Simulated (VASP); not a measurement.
# Nb (I4_1/amd) in VASP: single point with PBE

Aim: the single point of Nb with PBE.

Program: VASP 6.6.1. These are calculated values, not measurements. Logs are shortened: lines on timing, memory, paths and dates and some standing lists are left out, and cuts for length are marked.

### Step 1. The cell of the first run

It takes space group I4_1/amd (No. 141, tetragonal). The conventional cell has a = 5.161 Å, b = 5.161 Å, c = 2.815 Å, α = 90.00°, β = 90.00°, γ = 90.00°. Nb (site symmetry -4m2) has 10 Nb at 2.67 to 3.33 Å within 3.5 Å.

### Step 2. Single point, PBE

Contents of INCAR:

```
  PREC = Accurate
  ENCUT = 520
  EDIFF = 1E-6
  ISMEAR = 0
  SIGMA = 0.1
  LREAL = False
  LASPH = True
  NELM = 60
  ALGO = Normal
  ISIF = 2
  LWAVE = False
  LCHARG = False
  GGA = PE
  NBANDS = 20
```

Contents of KPOINTS:

```
regular mesh
0
Gamma
  8 8 8
```

Contents of POSCAR:

```
Nb
1.0
   -2.5802546277      2.5802546277      1.4075765295
    2.5802546277     -2.5802546277      1.4075765295
    2.5802546277      2.5802546277     -1.4075765295
Nb
2
Direct
    0.0000000000      0.0000000000      0.0000000000
    0.7500000000      0.2500000000      0.5000000000
```

Potentials or basis: VASP PAW PBE potentials, release 64 (Nb_sv).

Command:

```console
$ cat potpaw_PBE.64/Nb_sv/POTCAR > POTCAR
$ mpirun -np 1 vasp_std > vasp.out
```

OUTCAR:

```text
PREC = Accurate
   ENCUT = 520
   EDIFF = 1E-6
   ISMEAR = 0
   LREAL = False
   LASPH = True
   NELM = 60
   ISIF = 2
   GGA = PE

 ion  position               nearest neighbor table
   1  0.000  0.000  0.000-   2 2.67   2 2.67   2 2.67   2 2.67
   2  0.750  0.250  0.500-   1 2.67   1 2.67   1 2.67   1 2.67

  LATTYP: Found a body centered tetragonal cell.
 ALAT       =     5.1605092554
 C/A-ratio  =     0.5455184595

  Lattice vectors:

 A1 = (  -2.5802546277,   2.5802546277,   1.4075765295)
 A2 = (   2.5802546277,  -2.5802546277,   1.4075765295)
 A3 = (   2.5802546277,   2.5802546277,  -1.4075765295)

Analysis of symmetry for initial positions (statically):
=====================================================================
 Subroutine PRICEL returns:
 Original cell was already a primitive cell.

 Routine SETGRP: Setting up the symmetry group for a
 body centered tetragonal supercell.

 Subroutine GETGRP returns: Found 16 space group operations
 (whereof  8 operations were pure point group operations)
 out of a pool of 16 trial point group operations.

The static configuration has the point symmetry D_2d.
 The point group associated with its full space group is D_4h.

Analysis of symmetry for dynamics (positions and initial velocities):
=====================================================================
 Subroutine PRICEL returns:
 Original cell was already a primitive cell.

 Routine SETGRP: Setting up the symmetry group for a
 body centered tetragonal supercell.

 Subroutine GETGRP returns: Found 16 space group operations
 (whereof  8 operations were pure point group operations)
 out of a pool of 16 trial point group operations.

The dynamic configuration has the point symmetry D_2d.
 The point group associated with its full space group is D_4h.

 Subroutine INISYM returns: Found 16 space group operations
 (whereof  8 operations are pure point group operations),
 and found     1 'primitive' translations

----------------------------------------------------------------------------------------

                                     Primitive cell

  volume of cell :      37.4850

  direct lattice vectors                    reciprocal lattice vectors
    -2.580254628  2.580254628  1.407576530     0.000000000  0.193779325  0.355220473
     2.580254628 -2.580254628  1.407576530     0.193779325  0.000000000  0.355220473
     2.580254628  2.580254628 -1.407576530     0.193779325  0.193779325  0.000000000

  length of vectors
     3.911099535  3.911099535  3.911099535     0.404638123  0.404638123  0.274045349

[... 79 lines left out ...]
   NELM   =     60;   NELMIN=  2; NELMDL= -5     # of ELM steps
   EDIFF  = 0.1E-05   stopping-criterion for ELM
   LREAL  =      F    real-space projection
   EDIFFG = 0.1E-04   stopping-criterion for IOM
   NSW    =      0    number of steps for IOM
   IBRION =     -1    ionic relax: 0-MD 1-quasi-New 2-CG
   NFREE  =      0    steps in history (QN), initial steepest desc. (CG)
   ISIF   =      2    stress and relaxation
   ISYM   =      2    0-nonsym 1-usesym 2-fastsym
   POTIM  = 0.5000    time-step for ionic-motion
   TEBEG  =    0.0;   TEEND  =   0.0 temperature during run
   PSTRESS=    0.0 pullay stress
   NELECT =      26.0000    total number of electrons
   NUPDOWN=      -1.0000    fix difference up-down
   EMIN   =  10.00;   EMAX   =-10.00  energy-range for DOS
   EFERMI =   0.00;   METHOD = LEGACY
   ISMEAR =     0;   SIGMA  =   0.10  broadening in eV -4-tet -1-fermi 0-gaus
   EFERMI_NEDOS =   21; number of points for ismear=-14 and -15
   IALGO  =     38    algorithm
   IMIX   =      4    mixing-type and parameters
     AMIX     =   0.40;   BMIX     =  1.00
     AMIX_MAG =   1.60;   BMIX_MAG =  1.00
  volume/ion in A,a.u.               =      18.74       126.48
  Fermi-wavevector in a.u.,A,eV,Ry     =   1.449151  2.738498 28.572750  2.100038
  Thomas-Fermi vector in A             =   2.566910
   LORBIT       =      0    0 simple, 1 ext, 2 COOP (PROOUT), +10 PAW based schemes
   GGA     = PE    functional components
   LHFCALC =     F    Hartree Fock is set to
   AEXX    =    0.0000 exact exchange contribution
   IVDW    =     0    specifies the selected vdW correction
   LEPSILON=     F    determine dielectric tensor
   LRPA    =     F    only Hartree local field effects (RPA)
 non-spin polarized calculation
 Gauss-broadening in eV      SIGMA  =   0.10
  energy-cutoff  :      520.00
  volume of cell :       37.48
 maximum number of plane-waves:      1030
 NGX is ok and might be reduce to    30
   NGX = 15   NGY = 15   NGZ = 15

 number of electron      25.9999999 magnetization

 Free energy of the ion-electron system (eV)
  ---------------------------------------------------
  ext. energy  EPLUGINS =         0.00000000
  ---------------------------------------------------
  free energy    TOTEN  =       -19.22992641 eV

  energy without entropy =      -19.21798866  energy(sigma->0) =      -19.22395753

 E-fermi :  11.0129     XC(G=0): -12.2214

 val. band max:       10.9661761494   @ k =  -0.2500   0.5000   0.1250
 cond. band min:      11.0218930513   @ k =   0.5000   0.5000   0.3750
 fundamental gap:      0.0557169019
 Fermi energy:        11.0129250197

 k-point     1 :       0.0000    0.0000    0.0000
  band No.  band energies     occupation
      1     -43.8396      2.00000
      2     -43.3761      2.00000
      3     -20.3941      2.00000
      4     -20.3941      2.00000
      5     -19.1332      2.00000
      6     -19.1148      2.00000
[... 541 lines left out ...]
     19      17.1823      0.00000
     20      19.2745      0.00000

 [... further k-points ...]

------------------------ aborting loop because EDIFF is reached ----------------------------------------

  FORCE on cell =-STRESS in cart. coord.  units (eV):
  Direction    XX          YY          ZZ          XY          YZ          ZX
  --------------------------------------------------------------------------------------
  -------------------------------------------------------------------------------------
  Total        0.8765425      0.8765425      0.7608453      0.0000000      0.0000000      0.0000000
  in kB       37.4650573     37.4650573     32.5199448      0.0000000      0.0000000      0.0000000
  external PRESSURE =      35.8166865 kB  Pullay stress =       0.0000000 kB

 VOLUME and BASIS-vectors are now :
 -----------------------------------------------------------------------------
  energy-cutoff  :      520.00
  volume of cell :       37.48
      direct lattice vectors                 reciprocal lattice vectors
    -2.580254628  2.580254628  1.407576530     0.000000000  0.193779325  0.355220473
     2.580254628 -2.580254628  1.407576530     0.193779325  0.000000000  0.355220473
     2.580254628  2.580254628 -1.407576530     0.193779325  0.193779325  0.000000000

 POSITION                                       TOTAL-FORCE (eV/Angst)
 -----------------------------------------------------------------------------------
      0.00000      0.00000      0.00000        -0.000000      0.000000      0.000000
      0.00000      2.58025      0.70379         0.000000     -0.000000     -0.000000
 -----------------------------------------------------------------------------------
    total drift:                                0.000000     -0.000000      0.000000

  FREE ENERGIE OF THE ION-ELECTRON SYSTEM (eV)
  ---------------------------------------------------
  free  energy   TOTEN  =       -19.2299264095 eV

  energy  without entropy=      -19.2179886590  energy(sigma->0) =      -19.22395753
```

OSZICAR:

```text
N       E                     dE             d eps       ncg     rms          rms(c)
DAV:   1     0.304784109588E+03    0.30478E+03   -0.14689E+04  2360   0.136E+03
DAV:   2     0.112326721698E+01   -0.30366E+03   -0.29551E+03  2660   0.532E+02
DAV:   3    -0.189252690089E+02   -0.20049E+02   -0.19308E+02  4456   0.105E+02
DAV:   4    -0.197957154925E+02   -0.87045E+00   -0.85745E+00  3200   0.182E+01
DAV:   5    -0.198437851347E+02   -0.48070E-01   -0.47996E-01  3832   0.413E+00    0.982E+00
DAV:   6    -0.192581955919E+02    0.58559E+00   -0.12502E+00  3376   0.104E+01    0.363E+00
DAV:   7    -0.192160650650E+02    0.42131E-01   -0.46781E-01  4332   0.590E+00    0.140E+00
DAV:   8    -0.192309002180E+02   -0.14835E-01   -0.47868E-02  3140   0.215E+00    0.292E-01
DAV:   9    -0.192299599403E+02    0.94028E-03   -0.58681E-03  3576   0.693E-01    0.563E-02
DAV:  10    -0.192299280103E+02    0.31930E-04   -0.24157E-04  3780   0.180E-01    0.191E-02
DAV:  11    -0.192299269857E+02    0.10246E-05   -0.20563E-05  3260   0.503E-02    0.324E-03
DAV:  12    -0.192299264095E+02    0.57616E-06   -0.94427E-07  1652   0.114E-02
   1 F= -.19229926E+02 E0= -.19223958E+02  d E =-.119378E-01
```

It took 54 s on 1 thread of Intel Xeon Platinum 8375C at 2.90GHz (Ice Lake), shared host; peak memory 0.18 GiB.

What came out:

* Free energy: -19.2299 eV
* Pressure: 3.6 GPa
* Band gap on the k mesh: zero (band 13 reaches 11.73 eV, above the bottom of band 14 at 10.52 eV)

Stress tensor (GPa, compression positive):
```
3.75 0.00 0.00
0.00 3.75 0.00
0.00 0.00 3.25
```

Levels at points of the mesh, in eV from the Fermi level:
| k point | band 10 | band 11 | band 12 | band 13 | band 14 | band 15 | band 16 | band 17 |
| --- | --- | --- | --- | --- | --- | --- | --- | --- |
| (0.00, 0.00, 0.00) | -4.42 | -2.60 | -2.06 | -1.30 | 2.45 | 2.45 | 2.51 | 2.51 |
| (0.50, 0.00, 0.00) | -3.54 | -2.13 | -1.31 | 0.41 | 0.83 | 1.09 | 2.54 | 4.00 |
| (0.50, 0.50, 0.00) | -3.47 | -1.76 | -1.76 | -0.22 | -0.22 | 1.62 | 1.62 | 3.64 |
| (0.50, 0.50, 0.50) | -3.25 | -1.22 | -1.22 | 0.61 | 0.61 | 1.87 | 1.87 | 3.09 |
